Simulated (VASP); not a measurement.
# TiO2 (P1) in VASP: single point with PBE+D3(BJ)

Aim: the single point of TiO2 with PBE+D3(BJ).

Everything below comes from runs of VASP 6.6.1. Logs are shortened: lines on timing, memory, paths and dates and some standing lists are left out, and cuts for length are marked.

**1. The cell of the first run**

The typed cell holds 12 atoms: a = 2.972 Å, b = 5.163 Å, c = 10.309 Å, α = 79.64°, β = 87.25°, γ = 73.27°.

**2. Single point, PBE+D3(BJ)**

Input file INCAR:

```
SYSTEM = TiO2
PREC     = Accurate       ! precision mode
ENCUT    = 520            ! plane-wave cutoff, eV
EDIFF    = 1E-6           ! SCF threshold, eV
ISMEAR   = 0              ! smearing method
SIGMA    = 0.05           ! smearing width, eV
LREAL    = .False.        ! projectors in reciprocal space
LASPH    = .True.         ! aspherical terms in the spheres
NELM     = 60             ! most SCF steps
ALGO     = Normal         ! electronic algorithm
ISIF     = 2              ! what is computed and relaxed
LWAVE    = .False.        ! write WAVECAR
LCHARG   = .False.        ! write CHGCAR
GGA      = PE             ! functional
IVDW     = 12             ! dispersion correction
NBANDS   = 60             ! bands
```

Input file KPOINTS:

```
Automatic mesh
0
Gamma
  9 6 3
  0 0 0
```

Input file POSCAR:

```
TiO2
1.0
    1.4862023626     -2.5741780023      0.0000000000
    1.4862023626     -0.8580593341     -4.8692577686
    9.1649145693      4.7193263377      0.0000000000
Ti O
4 8
Direct
   -0.1583416667      0.0000000000      0.9500500000
    0.4666583333      0.0000000000      0.2000500000
   -0.0750083333      0.0000000000      0.4500500000
    0.3833250000      0.0000000000      0.7000500000
    0.8839287469      0.1987580063      0.1001534995
    0.3422620803      0.1987580063      0.3501534995
    0.8005954136      0.1987580063      0.6001534995
    0.2589287469      0.1987580063      0.8501534995
    0.5910545864      0.8012419937      0.0499465005
    0.0493879197      0.8012419937      0.2999465005
    0.5077212531      0.8012419937      0.5499465005
   -0.0339454136      0.8012419937      0.7999465005
```

Potentials or basis: VASP PAW PBE potentials, release 64 (Ti_sv, O).

The run is started by

```sh
cat potpaw_PBE.64/Ti_sv/POTCAR potpaw_PBE.64/O/POTCAR > POTCAR
mpirun -np 1 vasp_std > vasp.out
```

OUTCAR:

```text
SYSTEM = TiO2
   PREC = Accurate
   ENCUT = 520
   EDIFF = 1E-6
   ISMEAR = 0
   LREAL = .False.
   LASPH = .True.
   NELM = 60
   ISIF = 2
   GGA = PE
   IVDW = 12
 IVDW          = 12

 ion  position               nearest neighbor table
   1  0.842  0.000  0.950-   9 1.63   8 1.97   8 1.97  12 1.97   5 2.03   9 2.37   2 2.76
   2  0.467  0.000  0.200-   5 1.97  10 1.97   5 1.97  10 1.97   9 1.97   6 1.97   1 2.76
   3  0.925  0.000  0.450-   6 1.97  11 1.97   6 1.97  11 1.97  10 1.97   7 1.97
   4  0.383  0.000  0.700-   7 1.97  12 1.97   7 1.97  12 1.97  11 1.97   8 1.97
   5  0.884  0.199  0.100-   2 1.97   2 1.97   1 2.03
   6  0.342  0.199  0.350-   3 1.97   3 1.97   2 1.97
   7  0.801  0.199  0.600-   4 1.97   4 1.97   3 1.97
   8  0.259  0.199  0.850-   1 1.97   1 1.97   4 1.97
   9  0.591  0.801  0.050-   1 1.63   2 1.97   1 2.37
  10  0.049  0.801  0.300-   2 1.97   2 1.97   3 1.97
  11  0.508  0.801  0.550-   3 1.97   3 1.97   4 1.97
  12  0.966  0.801  0.800-   4 1.97   4 1.97   1 1.97

  LATTYP: Found a triclinic cell.
 ALAT       =     2.9724047252
 B/A-ratio  =     4.0858835574
 C/A-ratio  =     1.7369176865
 COS(alpha) =     0.0117423097
 COS(beta)  =     0.2878662609
 COS(gamma) =     0.5302810607

  Lattice vectors:

 A1 = (   1.4862023626,  -2.5741780023,   0.0000000000)
 A2 = (  12.1373192945,  -0.4290296669,   0.0000000000)
 A3 = (   0.0000000000,  -1.7161186682,   4.8692577686)

Analysis of symmetry for initial positions (statically):
=====================================================================
 Subroutine PRICEL returns:
 Original cell was already a primitive cell.

 Routine SETGRP: Setting up the symmetry group for a
 triclinic supercell.

 Subroutine GETGRP returns: Found  1 space group operations
 (whereof  1 operations were pure point group operations)
 out of a pool of  2 trial point group operations.

The static configuration has the point symmetry C_1 .

Analysis of symmetry for dynamics (positions and initial velocities):
=====================================================================
 Subroutine PRICEL returns:
 Original cell was already a primitive cell.

 Routine SETGRP: Setting up the symmetry group for a
 triclinic supercell.

 Subroutine GETGRP returns: Found  1 space group operations
 (whereof  1 operations were pure point group operations)
 out of a pool of  2 trial point group operations.

The dynamic configuration has the point symmetry C_1 .

 Subroutine INISYM returns: Found  1 space group operations
 (whereof  1 operations are pure point group operations),
 and found     1 'primitive' translations

----------------------------------------------------------------------------------------

                                     Primitive cell

  volume of cell :     149.0285

  direct lattice vectors                    reciprocal lattice vectors
     1.486202363 -2.574178002  0.000000000     0.154196139 -0.299448341  0.099832692
     1.486202363 -0.858059334 -4.869257769     0.000000000  0.000000000 -0.205370109
     9.164914569  4.719326338  0.000000000     0.084106985  0.048559191  0.017114176

  length of vectors
     2.972404725  5.162822339 10.308622611     0.351300904  0.205370109  0.098614781

  position of ions in fractional coordinates (direct lattice)
     0.841658333  0.000000000  0.950050000
     0.466658333  0.000000000  0.200050000
     0.924991667  0.000000000  0.450050000
     0.383325000  0.000000000  0.700050000
     0.883928747  0.198758006  0.100153500
     0.342262080  0.198758006  0.350153500
     0.800595414  0.198758006  0.600153500
     0.258928747  0.198758006  0.850153500
     0.591054586  0.801241994  0.049946500
     0.049387920  0.801241994  0.299946500
     0.507721253  0.801241994  0.549946500
     0.966054586  0.801241994  0.799946500

  ion indices of the primitive-cell ions
   primitive index   ion index
                 1           1
                 2           2
                 3           3
                 4           4
                 5           5
                 6           6
                 7           7
                 8           8
                 9           9
                10          10
                11          11
                12          12

----------------------------------------------------------------------------------------

 KPOINTS: Automatic mesh

Automatic generation of k-mesh.
 Grid dimensions read from file:
 generate k-points for:    9    6    3

 Generating k-lattice:

  Cartesian coordinates                     Fractional coordinates (reciprocal lattice)
     0.017132904 -0.033272038  0.011092521     0.111111111  0.000000000  0.000000000
     0.000000000  0.000000000 -0.034228352     0.000000000  0.166666667  0.000000000
     0.028035662  0.016186397  0.005704725     0.000000000  0.000000000  0.333333333

  Length of vectors
     0.039033434  0.034228352  0.032871594

  Shift w.r.t. Gamma in fractional coordinates (k-lattice)
     0.000000000  0.000000000  0.000000000

 Subroutine IBZKPT returns following result:
 ===========================================

 Found     82 irreducible k-points:

 Following reciprocal coordinates:
            Coordinates               Weight
  0.000000  0.000000  0.000000      1.000000
  0.111111 -0.000000  0.000000      2.000000
  0.222222 -0.000000 -0.000000      2.000000
  0.333333 -0.000000  0.000000      2.000000
  0.444444 -0.000000 -0.000000      2.000000
  0.000000  0.166667  0.000000      2.000000
[... 16 lines left out ...]
 -0.111111  0.333333  0.000000      2.000000
  0.000000  0.500000  0.000000      1.000000
 [... further k-points ...]
   k-points           NKPTS =     82   k-points in BZ     NKDIM =     82   number of bands    NBANDS=     60
   number of dos      NEDOS =    301   number of ions     NIONS =     12
   total plane-waves  NPLWV =  76800
   dimension x,y,z NGX =    24 NGY =   40 NGZ =   80
   dimension x,y,z NGXF=    48 NGYF=   80 NGZF=  160
   ions per type =               4   8
   NGX,Y,Z   is equivalent  to a cutoff of  13.42, 12.88, 12.90 a.u.
   NGXF,Y,Z  is equivalent  to a cutoff of  26.85, 25.76, 25.80 a.u.
 SYSTEM =  TiO2
   PREC   = accura    normal or accurate (medium, high low for compatibility)
   ISTART =      0    job   : 0-new  1-cont  2-samecut
   ICHARG =      2    charge: 1-file 2-atom 10-const
   ISPIN  =      1    spin polarized calculation?
   LNONCOLLINEAR =      F non collinear calculations
   LSORBIT =      F    spin-orbit coupling
   LASPH  =      T    aspherical Exc in radial PAW
   ENCUT  =  520.0 eV  38.22 Ry    6.18 a.u.   5.53  9.60 19.17*2*pi/ulx,y,z
   NELM   =     60;   NELMIN=  2; NELMDL= -5     # of ELM steps
   EDIFF  = 0.1E-05   stopping-criterion for ELM
   LREAL  =      F    real-space projection
   EDIFFG = 0.1E-04   stopping-criterion for IOM
   NSW    =      0    number of steps for IOM
   IBRION =     -1    ionic relax: 0-MD 1-quasi-New 2-CG
   NFREE  =      0    steps in history (QN), initial steepest desc. (CG)
   ISIF   =      2    stress and relaxation
   ISYM   =      2    0-nonsym 1-usesym 2-fastsym
   POTIM  = 0.5000    time-step for ionic-motion
   TEBEG  =    0.0;   TEEND  =   0.0 temperature during run
   PSTRESS=    0.0 pullay stress
   NELECT =      96.0000    total number of electrons
   NUPDOWN=      -1.0000    fix difference up-down
   EMIN   =  10.00;   EMAX   =-10.00  energy-range for DOS
   EFERMI =   0.00;   METHOD = LEGACY
   ISMEAR =     0;   SIGMA  =   0.05  broadening in eV -4-tet -1-fermi 0-gaus
   EFERMI_NEDOS =   21; number of points for ismear=-14 and -15
   IALGO  =     38    algorithm
   IMIX   =      4    mixing-type and parameters
     AMIX     =   0.40;   BMIX     =  1.00
     AMIX_MAG =   1.60;   BMIX_MAG =  1.00
  volume/ion in A,a.u.               =      12.42        83.81
  Fermi-wavevector in a.u.,A,eV,Ry     =   1.413868  2.671823 27.198349  1.999022
  Thomas-Fermi vector in A             =   2.535469
   LORBIT       =      0    0 simple, 1 ext, 2 COOP (PROOUT), +10 PAW based schemes
   GGA     = PE    functional components
   LHFCALC =     F    Hartree Fock is set to
   AEXX    =    0.0000 exact exchange contribution
   IVDW    =    12    specifies the selected vdW correction
   LEPSILON=     F    determine dielectric tensor
   LRPA    =     F    only Hartree local field effects (RPA)
 non-spin polarized calculation
 Gauss-broadening in eV      SIGMA  =   0.05
  energy-cutoff  :      520.00
  volume of cell :      149.03
 maximum number of plane-waves:      4059
 NGX is ok and might be reduce to    24
   NGX = 11   NGY = 19   NGZ = 39

 number of electron      95.9999999 magnetization

 Free energy of the ion-electron system (eV)
  ---------------------------------------------------
  ext. energy  EPLUGINS =         0.00000000
  ---------------------------------------------------
  free energy    TOTEN  =      -104.84873385 eV

  energy without entropy =     -104.84873385  energy(sigma->0) =     -104.84873385

 E-fermi :   2.7813     XC(G=0): -10.0688

 val. band max:        2.4548884564   @ k =  -0.2222  -0.1667   0.3333
 cond. band min:       4.8282218370   @ k =   0.0000   0.5000   0.0000
 fundamental gap:      2.3733333806
 Fermi energy:         2.7812637637

 k-point     1 :       0.0000    0.0000    0.0000
  band No.  band energies     occupation
      1     -54.2148      2.00000
      2     -54.1235      2.00000
      3     -54.0200      2.00000
      4     -53.6892      2.00000
      5     -30.7829      2.00000
      6     -30.4897      2.00000
[... 52 lines left out ...]
     59       6.6676      0.00000
     60       7.0074      0.00000

 k-point     2 :       0.1111   -0.0000    0.0000
  band No.  band energies     occupation
      1     -54.2098      2.00000
      2     -54.1191      2.00000
      3     -54.0159      2.00000
      4     -53.6849      2.00000
      5     -30.7656      2.00000
      6     -30.4989      2.00000
[... 1383 lines left out ...]
      4     -53.6892      2.00000
      5     -30.7827      2.00000
      6     -30.4901      2.00000
[... 52 lines left out ...]
     59       6.7431      0.00000
     60       7.1051      0.00000

 [... further k-points ...]

------------------------ aborting loop because EDIFF is reached ----------------------------------------

 Edisp (eV)   -2.39807

 E8    (eV) :    -0.9337

  FORCE on cell =-STRESS in cart. coord.  units (eV):
  Direction    XX          YY          ZZ          XY          YZ          ZX
  --------------------------------------------------------------------------------------
  -------------------------------------------------------------------------------------
  Total      -0.83791    11.52803     3.44917     3.88741     5.58723     0.64399
  in kB      -9.00823   123.93572    37.08135    41.79284    60.06730     6.92339
  external pressure =       50.67 kB  Pullay stress =        0.00 kB

 VOLUME and BASIS-vectors are now :
 -----------------------------------------------------------------------------
  energy-cutoff  :      520.00
  volume of cell :      149.03
      direct lattice vectors                 reciprocal lattice vectors
     1.486202363 -2.574178002  0.000000000     0.154196139 -0.299448341  0.099832692
     1.486202363 -0.858059334 -4.869257769     0.000000000  0.000000000 -0.205370109
     9.164914569  4.719326338  0.000000000     0.084106985  0.048559191  0.017114176

 POSITION                                       TOTAL-FORCE (eV/Angst)
 -----------------------------------------------------------------------------------
      9.95800      2.31702      0.00000        -2.333022     -4.492026     -3.974801
      2.52699     -0.25716      0.00000         0.947609      0.688118     -0.531068
      5.49939     -0.25716      0.00000         0.204998      0.127140      0.055102
      6.98560      2.31702      0.00000         0.296973      0.087733     -0.071834
      2.52699     -1.97328     -0.96780        -0.348605      0.602497      0.381625
      4.01319      0.60090     -0.96780        -0.193380     -0.114715     -0.031611
      6.98560      0.60090     -0.96780        -0.108279     -0.104350     -0.060606
      8.47180      3.17508     -0.96780         0.759748     -1.488346      0.084296
      2.52699     -1.97328     -3.90145         0.934758      4.910629      3.884262
      4.01319      0.60090     -3.90145        -0.123751      0.049116      0.143956
      6.98560      0.60090     -3.90145        -0.111155     -0.071787      0.052367
      9.95800      0.60090     -3.90145         0.074105     -0.194010      0.068312
 -----------------------------------------------------------------------------------
    total drift:                               -0.000808      0.000840      0.000144

  FREE ENERGIE OF THE ION-ELECTRON SYSTEM (eV)
  ---------------------------------------------------
  free  energy   TOTEN  =      -107.2468073458 eV

  energy  without entropy=     -107.2468073458  energy(sigma->0) =     -107.24680735
```

Run time: 13 min. Hardware: 1 thread of Oxide Virtual Turin-like, shared host; peak memory 0.57 GiB.

Results:

```yaml
Free_energy: -107.2468 eV
Pressure: 5.1 GPa
Largest_force: 6.436 eV/Å
Band_gap_on_the_k_mesh: 2.37 eV (least direct gap 2.45 eV)
Dispersion_energy_per_atom: -0.200 eV
```

Forces in eV/Å, atoms in the order of the input:
```
Ti  -2.333 -4.492 -3.975
Ti   0.948  0.688 -0.531
Ti   0.205  0.127  0.055
Ti   0.297  0.088 -0.072
O   -0.349  0.602  0.382
O   -0.193 -0.115 -0.032
O   -0.108 -0.104 -0.061
O    0.760 -1.488  0.084
O    0.935  4.911  3.884
O   -0.124  0.049  0.144
O   -0.111 -0.072  0.052
O    0.074 -0.194  0.068
```

Stress tensor (GPa, compression positive):
```
-0.90  4.18  0.69
 4.18 12.39  6.01
 0.69  6.01  3.71
```

Levels at points of the mesh, in eV from the valence-band top:
| k point | band 44 | band 45 | band 46 | band 47 | band 48 | band 49 | band 50 | band 51 | band 52 | band 53 |
| --- | --- | --- | --- | --- | --- | --- | --- | --- | --- | --- |
| (0.00, 0.00, 0.00) | -0.70 | -0.57 | -0.44 | -0.19 | -0.05 | 2.41 | 2.57 | 2.74 | 2.82 | 3.07 |
| (0.00, 0.50, 0.00) | -0.75 | -0.69 | -0.62 | -0.54 | -0.38 | 2.37 | 2.57 | 2.70 | 2.77 | 3.07 |

Caveat: the cell stands under pressure; an odd mesh through Γ misses points on the zone boundary, where band edges can lie; forces of over 1 eV/Å act on the atoms, so gaps and moduli don't describe the material at rest.
